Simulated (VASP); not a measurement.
Wanted: the native input for a VASP 6.6.1 run.

* Task: single point
* Functional: PBEsol
* Potentials or basis: VASP PAW PBE potentials, release 64 (In_d, Sb)
* Cutoff: 520 eV
* k mesh: 12 × 12 × 12
* Occupations: gaussian, width 0.1 eV
* Spin: no spin polarisation
* Dipole correction: no
* Further INCAR settings: ALGO = Normal; EDIFF = 1e-06; NBANDS = 16

The structure of InSb lies in POSCAR:

```
InSb
1.0
    0.0000000000      3.2599290600      3.2599290600
    3.2599290600      0.0000000000      3.2599290600
    3.2599290600      3.2599290600      0.0000000000
In Sb
1 1
Direct
    0.0000000000      0.0000000000      0.0000000000
    0.7500000000      0.7500000000      0.7500000000
```

The input as run:

INCAR

```
SYSTEM = InSb
PREC = Accurate ; ENCUT = 520
EDIFF = 1E-6 ; ISMEAR = 0
SIGMA = 0.1 ; LREAL = .False.
LASPH = .True. ; NELM = 80
ALGO = Normal ; ISIF = 2
LWAVE = .False. ; LCHARG = .False.
GGA = PS ; NBANDS = 16
```

KPOINTS

```
regular mesh
0
Gamma
  12 12 12
  0 0 0
```

Potentials or basis: VASP PAW PBE potentials, release 64 (In_d, Sb).

Launch:

```console
$ cat potpaw_PBE.64/In_d/POTCAR potpaw_PBE.64/Sb/POTCAR > POTCAR
$ mpirun -np 1 vasp_std > vasp.out
```

It gave:

```yaml
Pressure: 0.0 GPa
Band_gap_on_the_k_mesh: zero (filled and empty bands touch)
```

Caveat: the PAW data sets were made with another functional, which shifts forces and pressure a little; spin-orbit coupling is left out, which moves the levels of the heavy elements.

It took 78 s on 1 thread of Intel(R) Xeon(R) Platinum 8259CL CPU @ 2.50GHz (Skylake/Cascade Lake), with other jobs on the host, peak memory 0.25 GiB.
